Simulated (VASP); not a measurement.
# K2FeO3 (P6/mmm) in VASP: single point with PBE

Aim: the single point of K2FeO3 with PBE.

Everything below comes from runs of VASP 6.6.1. Logs are shortened: lines on timing, memory, paths and dates and some standing lists are left out, and cuts for length are marked.

### Step 1. The cell of the first run

It takes space group P6/mmm (No. 191, hexagonal). The conventional cell has a = 5.606 Å, b = 5.606 Å, c = 4.117 Å, α = 90.00°, β = 90.00°, γ = 120.00°. Within 3.5 Å of K (site symmetry -6m2) lie 6 O at 2.62 Å and 3 K at 3.24 Å and 3 Fe at 3.24 Å. Within 4.3 Å of Fe (site symmetry 6/mmm) lie 6 K at 3.24 Å and 12 O at 3.48 Å and 2 Fe at 4.12 Å. Within 3.5 Å of O (site symmetry mmm) lie 4 K at 2.62 Å and 4 O at 2.80 Å and 4 Fe at 3.48 Å.

### Step 2. Single point, PBE, collinear spin, ferromagnetic start

The input, INCAR:

```
  PREC = Accurate
  ENCUT = 520
  EDIFF = 1E-6
  ISMEAR = 0
  SIGMA = 0.1
  LREAL = F
  LASPH = T
  NELM = 150
  ALGO = Normal
  ISIF = 2
  LWAVE = F
  LCHARG = F
  ISPIN = 2
  MAGMOM = 0 0 4 0 0 0
  LORBIT = 11
  LMAXMIX = 4
  GGA = PE
  NBANDS = 35
```

The input, KPOINTS:

```
Automatic mesh
0
Gamma
  6 6 4
```

The input, POSCAR:

```
K2FeO3
1.0
    5.6064990300      0.0000000000      0.0000000000
   -2.8032495200      4.8553705900      0.0000000000
    0.0000000000      0.0000000000      4.1171710500
K Fe O
2 1 3
Direct
    0.6666666700      0.3333333300      0.0000000000
    0.3333333300      0.6666666700      0.0000000000
    0.0000000000      0.0000000000      0.0000000000
    0.0000000000      0.5000000000      0.5000000000
    0.5000000000      0.0000000000      0.5000000000
    0.5000000000      0.5000000000      0.5000000000
```

Potentials or basis: VASP PAW PBE potentials, release 64 (K_sv, Fe, O).

On the command line:

```sh
$ cat potpaw_PBE.64/K_sv/POTCAR potpaw_PBE.64/Fe/POTCAR potpaw_PBE.64/O/POTCAR > POTCAR
$ mpirun -np 1 vasp_std > vasp.out
```

OUTCAR:

```text
PREC = Accurate
   ENCUT = 520
   EDIFF = 1E-6
   ISMEAR = 0
   LREAL = F
   LASPH = T
   NELM = 150
   ISIF = 2
   ISPIN = 2
   LORBIT = 11
   GGA = PE

 ion  position               nearest neighbor table
   1  0.667  0.333  0.000-   4 2.62   4 2.62   5 2.62   5 2.62   6 2.62   6 2.62   2 3.24   3 3.24
                             2 3.24   3 3.24   3 3.24   2 3.24
   2  0.333  0.667  0.000-   4 2.62   4 2.62   5 2.62   5 2.62   6 2.62   6 2.62   1 3.24   3 3.24
                             1 3.24   3 3.24   3 3.24   1 3.24
   3  0.000  0.000  0.000-   1 3.24   2 3.24   1 3.24   2 3.24   1 3.24   2 3.24
   4  0.000  0.500  0.500-   1 2.62   2 2.62   1 2.62   2 2.62
   5  0.500  0.000  0.500-   1 2.62   2 2.62   1 2.62   2 2.62
   6  0.500  0.500  0.500-   1 2.62   2 2.62   1 2.62   2 2.62

  LATTYP: Found a hexagonal cell.
 ALAT       =     5.6064990300
 C/A-ratio  =     0.7343568648

  Lattice vectors:

 A1 = (   5.6064990300,   0.0000000000,   0.0000000000)
 A2 = (  -2.8032495200,   4.8553705900,   0.0000000000)
 A3 = (   0.0000000000,   0.0000000000,   4.1171710500)

Analysis of symmetry for initial positions (statically):
=====================================================================
 Subroutine PRICEL returns:
 Original cell was already a primitive cell.

 Routine SETGRP: Setting up the symmetry group for a
 hexagonal supercell.

 Subroutine GETGRP returns: Found 24 space group operations
 (whereof 24 operations were pure point group operations)
 out of a pool of 24 trial point group operations.

The static configuration has the point symmetry D_6h.

Analysis of symmetry for dynamics (positions and initial velocities):
=====================================================================
 Subroutine PRICEL returns:
 Original cell was already a primitive cell.

 Routine SETGRP: Setting up the symmetry group for a
 hexagonal supercell.

 Subroutine GETGRP returns: Found 24 space group operations
 (whereof 24 operations were pure point group operations)
 out of a pool of 24 trial point group operations.

The dynamic configuration has the point symmetry D_6h.

Analysis of structural, dynamic, and magnetic symmetry:
=====================================================================
 Subroutine PRICEL returns:
 Original cell was already a primitive cell.

 Routine SETGRP: Setting up the symmetry group for a
 hexagonal supercell.

 Subroutine GETGRP returns: Found 24 space group operations
 (whereof 24 operations were pure point group operations)
 out of a pool of 24 trial point group operations.

The overall configuration has the point symmetry D_6h.

 Subroutine INISYM returns: Found 24 space group operations
 (whereof 24 operations are pure point group operations),
 and found     1 'primitive' translations

----------------------------------------------------------------------------------------

                                     Primitive cell

  volume of cell :     112.0761

  direct lattice vectors                    reciprocal lattice vectors
     5.606499030  0.000000000  0.000000000     0.178364429  0.102978751  0.000000000
    -2.803249520  4.855370590  0.000000000     0.000000000  0.205957502  0.000000000
     0.000000000  0.000000000  4.117171050     0.000000000  0.000000000  0.242885221

  length of vectors
     5.606499030  5.606499036  4.117171050     0.205957503  0.205957502  0.242885221

  position of ions in fractional coordinates (direct lattice)
     0.666666670  0.333333330  0.000000000
     0.333333330  0.666666670  0.000000000
     0.000000000  0.000000000  0.000000000
     0.000000000  0.500000000  0.500000000
     0.500000000  0.000000000  0.500000000
     0.500000000  0.500000000  0.500000000

  ion indices of the primitive-cell ions
   primitive index   ion index
                 1           1
                 2           2
                 3           3
                 4           4
                 5           5
                 6           6

----------------------------------------------------------------------------------------

 KPOINTS: Automatic mesh

Automatic generation of k-mesh.
 Grid dimensions read from file:
 generate k-points for:    6    6    4

 Generating k-lattice:

  Cartesian coordinates                     Fractional coordinates (reciprocal lattice)
     0.029727405  0.017163125  0.000000000     0.166666667  0.000000000  0.000000000
     0.000000000  0.034326250  0.000000000     0.000000000  0.166666667  0.000000000
     0.000000000  0.000000000  0.060721305     0.000000000  0.000000000  0.250000000

  Length of vectors
     0.034326250  0.034326250  0.060721305

  Shift w.r.t. Gamma in fractional coordinates (k-lattice)
     0.000000000  0.000000000  0.000000000

 Subroutine IBZKPT returns following result:
 ===========================================

 Found     21 irreducible k-points:

 Following reciprocal coordinates:
            Coordinates               Weight
  0.000000  0.000000  0.000000      1.000000
  0.166667 -0.000000  0.000000      6.000000
  0.333333 -0.000000  0.000000      6.000000
  0.500000  0.000000  0.000000      3.000000
  0.166667  0.166667  0.000000      6.000000
  0.333333  0.166667  0.000000     12.000000
[... 13 lines left out ...]
  0.333333  0.166667  0.500000     12.000000
  0.333333  0.333333  0.500000      2.000000
   k-points           NKPTS =     21   k-points in BZ     NKDIM =     21   number of bands    NBANDS=     35
   number of dos      NEDOS =    301   number of ions     NIONS =      6
   total plane-waves  NPLWV =  56448
   dimension x,y,z NGX =    42 NGY =   42 NGZ =   32
   dimension x,y,z NGXF=    84 NGYF=   84 NGZF=   64
   ions per type =               2   1   3
   NGX,Y,Z   is equivalent  to a cutoff of  12.45, 12.45, 12.92 a.u.
   NGXF,Y,Z  is equivalent  to a cutoff of  24.91, 24.91, 25.84 a.u.
 SYSTEM =  unknown system
   PREC   = accura    normal or accurate (medium, high low for compatibility)
   ISTART =      0    job   : 0-new  1-cont  2-samecut
   ICHARG =      2    charge: 1-file 2-atom 10-const
   ISPIN  =      2    spin polarized calculation?
   LNONCOLLINEAR =      F non collinear calculations
   LSORBIT =      F    spin-orbit coupling
   LASPH  =      T    aspherical Exc in radial PAW
   ENCUT  =  520.0 eV  38.22 Ry    6.18 a.u.  10.42 10.42  7.66*2*pi/ulx,y,z
   NELM   =    150;   NELMIN=  2; NELMDL= -5     # of ELM steps
   EDIFF  = 0.1E-05   stopping-criterion for ELM
   LREAL  =      F    real-space projection
   EDIFFG = 0.1E-04   stopping-criterion for IOM
   NSW    =      0    number of steps for IOM
   IBRION =     -1    ionic relax: 0-MD 1-quasi-New 2-CG
   NFREE  =      0    steps in history (QN), initial steepest desc. (CG)
   ISIF   =      2    stress and relaxation
   ISYM   =      2    0-nonsym 1-usesym 2-fastsym
   POTIM  = 0.5000    time-step for ionic-motion
   TEBEG  =    0.0;   TEEND  =   0.0 temperature during run
   PSTRESS=    0.0 pullay stress
   NELECT =      44.0000    total number of electrons
   NUPDOWN=      -1.0000    fix difference up-down
   EMIN   =  10.00;   EMAX   =-10.00  energy-range for DOS
   EFERMI =   0.00;   METHOD = LEGACY
   ISMEAR =     0;   SIGMA  =   0.10  broadening in eV -4-tet -1-fermi 0-gaus
   EFERMI_NEDOS =   21; number of points for ismear=-14 and -15
   IALGO  =     38    algorithm
   IMIX   =      4    mixing-type and parameters
     AMIX     =   0.40;   BMIX     =  1.00
     AMIX_MAG =   1.60;   BMIX_MAG =  1.00
  volume/ion in A,a.u.               =      18.68       126.05
  Fermi-wavevector in a.u.,A,eV,Ry     =   1.198730  2.265271 19.550941  1.436954
  Thomas-Fermi vector in A             =   2.334611
   LORBIT       =     11    0 simple, 1 ext, 2 COOP (PROOUT), +10 PAW based schemes
   GGA     = PE    functional components
   LHFCALC =     F    Hartree Fock is set to
   AEXX    =    0.0000 exact exchange contribution
   IVDW    =     0    specifies the selected vdW correction
   LEPSILON=     F    determine dielectric tensor
   LRPA    =     F    only Hartree local field effects (RPA)
 spin polarized calculation
 Gauss-broadening in eV      SIGMA  =   0.10
  energy-cutoff  :      520.00
  volume of cell :      112.08
 maximum number of plane-waves:      3052
 NGX is ok and might be reduce to    42
   NGX = 21   NGY = 21   NGZ = 15

 number of electron      44.0000004 magnetization      -0.1764463

 number of electron      44.0000003 magnetization       0.7478891

 Free energy of the ion-electron system (eV)
  ---------------------------------------------------
  ext. energy  EPLUGINS =         0.00000000
  ---------------------------------------------------
  free energy    TOTEN  =       -21.40704785 eV

  energy without entropy =      -21.34696076  energy(sigma->0) =      -21.37700430

 E-fermi :  -0.0619     XC(G=0):  -8.9317

 val. band max:       -0.0838304659   @ k =   0.3333   0.1667   0.0000
 cond. band min:      -0.0565652783   @ k =   0.5000   0.0000   0.5000
 fundamental gap:      0.0272651876
 Fermi energy:        -0.0618799459

 spin component 1

 k-point     1 :       0.0000    0.0000    0.0000
  band No.  band energies     occupation
      1     -28.2140      1.00000
      2     -28.0168      1.00000
      3     -15.3165      1.00000
      4     -14.9198      1.00000
      5     -14.9198      1.00000
      6     -11.7894      1.00000
[... 26 lines left out ...]
     33       9.7362      0.00000
     34       9.7362      0.00000

 k-point     2 :       0.1667   -0.0000    0.0000
  band No.  band energies     occupation
      1     -28.2025      1.00000
      2     -28.0287      1.00000
      3     -15.2913      1.00000
      4     -14.9418      1.00000
      5     -14.9230      1.00000
      6     -11.8104      1.00000
[... 26 lines left out ...]
     33       9.8363      0.00000
     34      10.2186      0.00000
[... 664 lines left out ...]
     33       9.0450      0.00000
     34       9.0596      0.00000

 k-point    21 :       0.3333    0.3333    0.5000
  band No.  band energies     occupation
      1     -28.1004      1.00000
      2     -28.1004      1.00000
      3     -15.2940      1.00000
      4     -15.2940      1.00000
      5     -14.6924      1.00000
      6     -12.3365      1.00000
[... 26 lines left out ...]
     33       9.0534      0.00000
     34       9.0534      0.00000
 Fermi energy:        -0.0618799459

 spin component 2

 k-point     1 :       0.0000    0.0000    0.0000
  band No.  band energies     occupation
      1     -28.2075      1.00000
      2     -28.0074      1.00000
      3     -16.9010      1.00000
      4     -16.4613      1.00000
      5     -16.4613      1.00000
      6     -11.9010      1.00000
[... 26 lines left out ...]
     33       9.9494      0.00000
     34       9.9494      0.00000

 k-point     2 :       0.1667   -0.0000    0.0000
  band No.  band energies     occupation
      1     -28.1958      1.00000
      2     -28.0194      1.00000
      3     -16.8754      1.00000
      4     -16.4879      1.00000
      5     -16.4629      1.00000
      6     -11.9224      1.00000
[... 26 lines left out ...]
     33      10.0300      0.00000
     34      10.2902      0.00000
[... 664 lines left out ...]
     33       9.1994      0.00000
     34       9.2406      0.00000

 k-point    21 :       0.3333    0.3333    0.5000
  band No.  band energies     occupation
      1     -28.0904      1.00000
      2     -28.0904      1.00000
      3     -16.8149      1.00000
      4     -16.8149      1.00000
      5     -16.3443      1.00000
      6     -12.3229      1.00000
[... 26 lines left out ...]
     33       9.1806      0.00000
     34       9.1806      0.00000
 [bands above 34 left out]

------------------------ aborting loop because EDIFF is reached ----------------------------------------

  FORCE on cell =-STRESS in cart. coord.  units (eV):
  Direction    XX          YY          ZZ          XY          YZ          ZX
  --------------------------------------------------------------------------------------
  -------------------------------------------------------------------------------------
  Total        2.9271160      2.9271160     -3.2516522     -0.0000000      0.0000000      0.0000000
  in kB       41.8444115     41.8444116    -46.4838001     -0.0000000      0.0000000      0.0000000
  external PRESSURE =      12.4016744 kB  Pullay stress =       0.0000000 kB

 VOLUME and BASIS-vectors are now :
 -----------------------------------------------------------------------------
  energy-cutoff  :      520.00
  volume of cell :      112.08
      direct lattice vectors                 reciprocal lattice vectors
     5.606499030  0.000000000  0.000000000     0.178364429  0.102978751  0.000000000
    -2.803249520  4.855370590  0.000000000     0.000000000  0.205957502  0.000000000
     0.000000000  0.000000000  4.117171050     0.000000000  0.000000000  0.242885221

 POSITION                                       TOTAL-FORCE (eV/Angst)
 -----------------------------------------------------------------------------------
      2.80325      1.61846      0.00000         0.000000     -0.000000     -0.000000
     -0.00000      3.23691      0.00000        -0.000000      0.000000      0.000000
      0.00000      0.00000      0.00000         0.000000      0.000000     -0.000000
     -1.40162      2.42769      2.05859         0.000000      0.000000     -0.000000
      2.80325      0.00000      2.05859         0.000000      0.000000     -0.000000
      1.40162      2.42769      2.05859         0.000000      0.000000     -0.000000
 -----------------------------------------------------------------------------------
    total drift:                                0.000000     -0.000000     -0.000000

  FREE ENERGIE OF THE ION-ELECTRON SYSTEM (eV)
  ---------------------------------------------------
  free  energy   TOTEN  =       -21.4070478500 eV

  energy  without entropy=      -21.3469607561  energy(sigma->0) =      -21.37700430

 total charge

# of ion       s       p       d       tot
------------------------------------------
    1        1.972   5.600   0.064   7.636
    2        1.972   5.600   0.064   7.636
    3        0.248   0.039   6.169   6.457
    4        1.598   3.149   0.000   4.747
    5        1.598   3.149   0.000   4.747
    6        1.598   3.149   0.000   4.747
--------------------------------------------------
tot          8.986  20.685   6.298  35.969

 magnetization (x)

# of ion       s       p       d       tot
------------------------------------------
    1        0.003   0.003   0.003   0.009
    2        0.003   0.003   0.003   0.009
    3        0.134   0.016   3.204   3.354
    4       -0.010  -0.817   0.000  -0.827
    5       -0.010  -0.817   0.000  -0.827
    6       -0.010  -0.817   0.000  -0.827
--------------------------------------------------
tot          0.109  -2.429   3.211   0.890
```

It took 2.5 min on 1 thread of Intel Xeon Platinum 8559C (Emerald Rapids), shared host; peak memory 0.35 GiB.

What came out:

```
Free energy                                           : -21.4070 eV
Pressure                                              : 1.2 GPa
Net moment                                            : 0.75 μB per cell
Site moments                                          : K +0.01; Fe +3.35; O -0.83 μB
Valence electrons inside the program's atomic spheres : K 7.64; Fe 6.46; O 4.75
```

Levels at points of the mesh, in eV from the Fermi level:
Spin up:
```csv
k point,band 19,band 20,band 21,band 22,band 23,band 24,band 25,band 26
"(0.00, 0.00, 0.00)",-1.23,-1.23,-0.80,-0.80,-0.50,0.88,1.41,1.41
"(0.50, 0.00, 0.00)",-0.79,-0.72,-0.52,-0.52,0.02,0.16,0.98,1.37
"(0.00, 0.00, 0.50)",-0.97,-0.95,-0.36,-0.36,0.81,0.91,1.36,1.36
"(0.50, 0.00, 0.50)",-0.94,-0.40,-0.21,-0.20,0.02,0.16,0.21,1.27
```
Spin down:
```csv
k point,band 17,band 18,band 19,band 20,band 21,band 22,band 23,band 24,band 25,band 26
"(0.00, 0.00, 0.00)",-1.15,-0.95,-0.84,-0.84,-0.44,-0.27,0.05,0.05,0.96,0.96
"(0.50, 0.00, 0.00)",-1.51,-1.38,-1.27,-0.87,-0.28,-0.05,0.10,1.00,1.04,1.04
"(0.00, 0.00, 0.50)",-1.10,-0.93,-0.88,-0.88,-0.12,0.11,0.11,1.02,1.02,1.66
"(0.50, 0.00, 0.50)",-1.78,-1.53,-1.08,-0.88,-0.19,0.01,0.06,0.86,0.98,1.40
```

Caveat: the k points lie up to 0.38 Å⁻¹ apart; a cell with one magnetic atom can't hold antiferromagnetic order, which such compounds often take; semilocal functionals often make such compounds metallic where correlation or magnetic order opens a gap, which also shifts bond lengths.
